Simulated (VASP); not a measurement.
# HfB (Fm-3m) in VASP: settings compared, part 2 of 2

VASP 6.6.1.

## 3. Relaxation of cell and atoms, PBE+D3(BJ)

The input, INCAR:

```
SYSTEM = HfB
PREC     = Accurate       ! precision mode
ENCUT    = 600            ! plane-wave cutoff, eV
EDIFF    = 1E-6           ! SCF threshold, eV
ISMEAR   = -1             ! smearing method
SIGMA    = 0.05           ! smearing width, eV
LREAL    = .False.        ! projectors in reciprocal space
LASPH    = .True.         ! aspherical terms in the spheres
NELM     = 100            ! most SCF steps
ALGO     = Normal         ! electronic algorithm
ISIF     = 3              ! what is computed and relaxed
LWAVE    = .False.        ! write WAVECAR
LCHARG   = .False.        ! write CHGCAR
GGA      = PE             ! functional
IVDW     = 12             ! dispersion correction
IBRION   = 2              ! ionic algorithm
NSW      = 60             ! ionic steps
EDIFFG   = -0.01          ! ionic threshold
```

The input, KPOINTS:

```
regular mesh
0
Gamma
  10 10 10
  0 0 0
```

The input, POSCAR:

```
HfB
1.0
    0.0000000000      2.3100000000      2.3100000000
    2.3100000000      0.0000000000      2.3100000000
    2.3100000000      2.3100000000      0.0000000000
Hf B
1 1
Direct
    0.5000000000      0.5000000000      0.5000000000
    0.0000000000      0.0000000000      0.0000000000
```

Potentials or basis: VASP PAW PBE potentials, release 64 (Hf_pv, B).

Started as:

```bash
cat potpaw_PBE.64/Hf_pv/POTCAR potpaw_PBE.64/B/POTCAR > POTCAR
mpirun -np 1 vasp_std > vasp.out
```

Run time: 83 s. Hardware: 1 thread of Intel Xeon 8259CL, shared host; peak memory 0.18 GiB.

Results (log left out):

| Property | Result |
| --- | --- |
| Free energy | -18.1610 eV |
| Relaxed volume | 13.81 Å³/atom |
| Relaxed cell | a = 3.393 Å, b = 3.393 Å, c = 3.393 Å, α = 60.00°, β = 60.00°, γ = 60.00° |
| Space group after relaxing (to 0.05 Å) | Fm-3m (No. 225) |
| Energy gained by relaxing | 104.9 meV/atom |
| Ionic steps | 4 |
| Pressure after relaxing | -0.1 GPa |
| Dispersion energy per atom | -0.355 eV |

The path:
```
step  energy change (eV)  largest force (eV/Å)  pressure (GPa)  volume (Å³)
   1              0.0000                0.0000           25.02        24.65
   2              0.1206                0.0000          -20.42        32.18
   3             -0.2096                0.0000           -0.70        27.71
   4             -0.2098                0.0000           -0.11        27.61
```

Final structure:
```
CELL_PARAMETERS angstrom
0.00000 2.39891 2.39891
2.39891 0.00000 2.39891
2.39891 2.39891 0.00000
ATOMIC_POSITIONS crystal
Hf 0.50000 0.50000 0.50000
B 0.00000 0.00000 0.00000
```

Levels at points of the mesh, in eV from the Fermi level:
```csv
k point,band 3,band 4,band 5,band 6,band 7,band 8,band 9,band 10
"(0.00, 0.00, 0.00)",-28.88,-9.18,2.10,2.10,2.10,3.66,3.66,3.66
"(0.50, 0.00, 0.00)",-28.93,-4.65,-4.40,-1.16,-1.16,5.82,5.82,6.68
"(0.50, 0.50, 0.00)",-29.05,-6.41,-1.18,-0.81,2.03,2.03,5.55,6.98
```

Caveat: spin-orbit coupling is left out, which moves the levels of the heavy elements; the volume moved by +12 % from the deposited cell, more than functionals usually miss; pairwise dispersion overbinds metals, which lowers pressure and volume.

## 4. Relaxation of cell and atoms, PBE+D4

Changes to INCAR since step 3:

```diff
@@ -3,3 +3,3 @@
 ENCUT    = 600            ! plane-wave cutoff, eV
-EDIFF    = 1E-6           ! SCF threshold, eV
+EDIFF    = 1E-7           ! SCF threshold, eV
 ISMEAR   = -1             ! smearing method
@@ -8,3 +8,3 @@
 LASPH    = .True.         ! aspherical terms in the spheres
-NELM     = 100            ! most SCF steps
+NELM     = 60             ! most SCF steps
 ALGO     = Normal         ! electronic algorithm
@@ -14,3 +14,3 @@
 GGA      = PE             ! functional
-IVDW     = 12             ! dispersion correction
+IVDW     = 13             ! dispersion correction
 IBRION   = 2              ! ionic algorithm
```

KPOINTS is that of step 3.

POSCAR is that of step 3.

Started as:

```bash
cat potpaw_PBE.64/Hf_pv/POTCAR potpaw_PBE.64/B/POTCAR > POTCAR
mpirun -np 1 vasp_std > vasp.out
```

Run time: 1.7 min. Hardware: 1 thread of Intel Xeon 8259CL, shared host; peak memory 0.18 GiB.

Results (log left out):

| Item | Value |
| --- | --- |
| Free energy | -18.0055 eV |
| Relaxed volume | 13.85 Å³/atom |
| Relaxed cell | a = 3.396 Å, b = 3.396 Å, c = 3.396 Å, α = 60.00°, β = 60.00°, γ = 60.00° |
| Space group after relaxing (to 0.05 Å) | Fm-3m (No. 225) |
| Energy gained by relaxing | 111.2 meV/atom |
| Ionic steps | 4 |
| Pressure after relaxing | -0.1 GPa |
| Dispersion energy per atom | -0.277 eV |

The path:
```tsv
step	energy change (eV)	largest force (eV/Å)	pressure (GPa)	volume (Å³)
1	0.0000	0.0000	25.80	24.65
2	0.1258	0.0000	-20.70	32.43
3	-0.2222	0.0000	-0.72	27.81
4	-0.2224	0.0000	-0.09	27.71
```

Final structure:
```xyz
2
Lattice="0.0000 2.4017 2.4017 2.4017 0.0000 2.4017 2.4017 2.4017 0.0000" Properties=species:S:1:pos:R:3 pbc="T T T"
Hf    2.4017    2.4017    2.4017
B     0.0000    0.0000    0.0000
```

Levels at points of the mesh, in eV from the Fermi level:
```csv
k point,band 4,band 5,band 6,band 7,band 8,band 9,band 10
"(0.00, 0.00, 0.00)",-9.17,2.09,2.09,2.09,3.65,3.65,3.65
"(0.50, 0.00, 0.00)",-4.64,-4.41,-1.15,-1.15,5.80,5.80,6.65
"(0.50, 0.50, 0.00)",-6.40,-1.19,-0.80,2.02,2.02,5.53,6.95
```

Caveat: spin-orbit coupling is left out, which moves the levels of the heavy elements; the volume moved by +12 % from the deposited cell, more than functionals usually miss; pairwise dispersion overbinds metals, which lowers pressure and volume.

## 5. Relaxation of cell and atoms, PBEsol+D3(BJ)

The input, INCAR:

```
SYSTEM = HfB
  PREC = Accurate
  ENCUT = 600
  EDIFF = 1E-6
  ISMEAR = -1
  SIGMA = 0.05
  LREAL = .False.
  LASPH = .True.
  NELM = 100
  ALGO = Normal
  ISIF = 3
  LWAVE = .False.
  LCHARG = .False.
  GGA = PS
  IVDW = 12
  IBRION = 2
  NSW = 60
  EDIFFG = -0.01
```

KPOINTS is that of step 4.

POSCAR is that of step 4.

Started as:

```bash
cat potpaw_PBE.64/Hf_pv/POTCAR potpaw_PBE.64/B/POTCAR > POTCAR
mpirun -np 1 vasp_std > vasp.out
```

Wall time 77 s (1 thread of Intel Xeon 8259CL, shared host); peak memory 0.18 GiB.

The run converged. Its results:

```yaml
Free_energy: -19.1446 eV
Relaxed_volume: 13.42 Å³/atom
Relaxed_cell: a = 3.361 Å, b = 3.361 Å, c = 3.361 Å, α = 60.00°, β = 60.00°, γ = 60.00°
Space_group_after_relaxing_to_0.05_Å: Fm-3m (No. 225)
Energy_gained_by_relaxing: 60.5 meV/atom
Ionic_steps: 4
Pressure_after_relaxing: -0.1 GPa
Dispersion_energy_per_atom: -0.375 eV
```

The path:
| step | energy change (eV) | largest force (eV/Å) | pressure (GPa) | volume (Å³) |
| --- | --- | --- | --- | --- |
| 1 | 0.0000 | 0.0000 | 18.97 | 24.65 |
| 2 | 0.0881 | 0.0000 | -17.91 | 30.24 |
| 3 | -0.1210 | 0.0000 | -0.45 | 26.91 |
| 4 | -0.1210 | 0.0000 | -0.06 | 26.85 |

Final structure:
```cif
data_structure
_symmetry_space_group_name_H-M 'P 1'
_symmetry_Int_Tables_number 1
_cell_length_a 3.3611
_cell_length_b 3.3611
_cell_length_c 3.3611
_cell_angle_alpha 60.000
_cell_angle_beta 60.000
_cell_angle_gamma 60.000
_cell_volume 26.85
loop_
_atom_site_label
_atom_site_type_symbol
_atom_site_fract_x
_atom_site_fract_y
_atom_site_fract_z
_atom_site_occupancy
Hf1 Hf 0.50000 0.50000 0.50000 1
B1 B 0.00000 0.00000 0.00000 1
```

Levels at points of the mesh, in eV from the Fermi level:
```tsv
k point	band 4	band 5	band 6	band 7	band 8	band 9	band 10
(0.00, 0.00, 0.00)	-9.26	2.09	2.09	2.09	3.78	3.78	3.78
(0.50, 0.00, 0.00)	-4.76	-4.26	-1.20	-1.20	5.97	5.97	6.88
(0.50, 0.50, 0.00)	-6.44	-1.10	-0.91	2.14	2.14	5.71	7.18
```

Caveat: the PAW data sets were made with another functional, which shifts forces and pressure a little; spin-orbit coupling is left out, which moves the levels of the heavy elements; pairwise dispersion overbinds metals, which lowers pressure and volume.

## 6. Relaxation of cell and atoms, PBEsol+D4

The input, INCAR:

```
SYSTEM = HfB
ALGO = Normal ; EDIFF = 1E-6
EDIFFG = -0.01 ; ENCUT = 600
GGA = PS ; IBRION = 2
ISIF = 3 ; ISMEAR = -1
IVDW = 13 ; LASPH = .TRUE.
LCHARG = .FALSE. ; LREAL = .FALSE.
LWAVE = .FALSE. ; NELM = 80
NSW = 60 ; PREC = Accurate
SIGMA = 0.05
```

The input, KPOINTS:

```
k-points
0
G
  10 10 10
  0 0 0
```

POSCAR is that of step 5.

Potentials or basis: VASP PAW PBE potentials, release 64 (Hf_pv, B).

Started as:

```bash
cat potpaw_PBE.64/Hf_pv/POTCAR potpaw_PBE.64/B/POTCAR > POTCAR
mpirun -np 1 vasp_std > vasp.out
```

It took 77 s on 1 thread of Intel Xeon 8259CL, shared host; peak memory 0.18 GiB.

The run converged. Its results:

| Property | Result |
| --- | --- |
| Free energy | -18.7271 eV |
| Relaxed volume | 13.59 Å³/atom |
| Relaxed cell | a = 3.375 Å, b = 3.375 Å, c = 3.375 Å, α = 60.00°, β = 60.00°, γ = 60.00° |
| Space group after relaxing (to 0.05 Å) | Fm-3m (No. 225) |
| Energy gained by relaxing | 79.1 meV/atom |
| Ionic steps | 4 |
| Pressure after relaxing | -0.1 GPa |
| Dispersion energy per atom | -0.162 eV |

The path:
```csv
step,energy change (eV),largest force (eV/Å),pressure (GPa),volume (Å³)
1,0.0000,0.0000,21.71,24.65
2,0.1045,0.0000,-19.21,31.11
3,-0.1580,0.0000,-0.56,27.26
4,-0.1581,0.0000,-0.09,27.19
```

Final structure:
```yaml
crystal:
  lattice:
    - [0.00000, 2.38662, 2.38662]
    - [2.38662, 0.00000, 2.38662]
    - [2.38662, 2.38662, 0.00000]
  atoms:
    - { symbol: Hf, position: [0.50000, 0.50000, 0.50000] }
    - { symbol: B, position: [0.00000, 0.00000, 0.00000] }
```

Levels at points of the mesh, in eV from the Fermi level:
```csv
k point,band 3,band 4,band 5,band 6,band 7,band 8,band 9,band 10
"(0.00, 0.00, 0.00)",-28.74,-9.22,2.08,2.08,2.08,3.74,3.74,3.74
"(0.50, 0.00, 0.00)",-28.80,-4.72,-4.30,-1.18,-1.18,5.89,5.89,6.77
"(0.50, 0.50, 0.00)",-28.92,-6.41,-1.13,-0.88,2.10,2.10,5.64,7.08
```

Caveat: the PAW data sets were made with another functional, which shifts forces and pressure a little; spin-orbit coupling is left out, which moves the levels of the heavy elements; the volume moved by +10 % from the deposited cell, more than functionals usually miss; pairwise dispersion overbinds metals, which lowers pressure and volume.

## 7. Summary

```tsv
task	level	cell	k mesh	cutoff (eV)	gap on the mesh (eV)	pressure (GPa)	relaxed volume (Å³/atom)
single point	PBE	as given	8 × 8 × 8	520	none	30.7	-
relaxation of cell and atoms	PBE+D3(BJ)	relaxed	10 × 10 × 10	600	none	-0.1	13.81
relaxation of cell and atoms	PBE+D4	relaxed	10 × 10 × 10	600	none	-0.1	13.85
relaxation of cell and atoms	PBEsol+D3(BJ)	relaxed	10 × 10 × 10	600	none	-0.1	13.42
relaxation of cell and atoms	PBEsol+D4	relaxed	10 × 10 × 10	600	none	-0.1	13.59
```

Alike in all rows: potentials or basis VASP PAW PBE potentials, release 64 (Hf_pv, B); no spin polarisation; smearing fermi-dirac 0.05 eV.

Caveats: spin-orbit coupling is left out, which moves the levels of the heavy elements; pairwise dispersion overbinds metals, which lowers pressure and volume (some runs); the volume moved by +12 % from the deposited cell, more than functionals usually miss (some runs); the PAW data sets were made with another functional, which shifts forces and pressure a little (some runs); the volume moved by +10 % from the deposited cell, more than functionals usually miss (some runs).

Absolute energies hang on the potentials; compare differences alone.
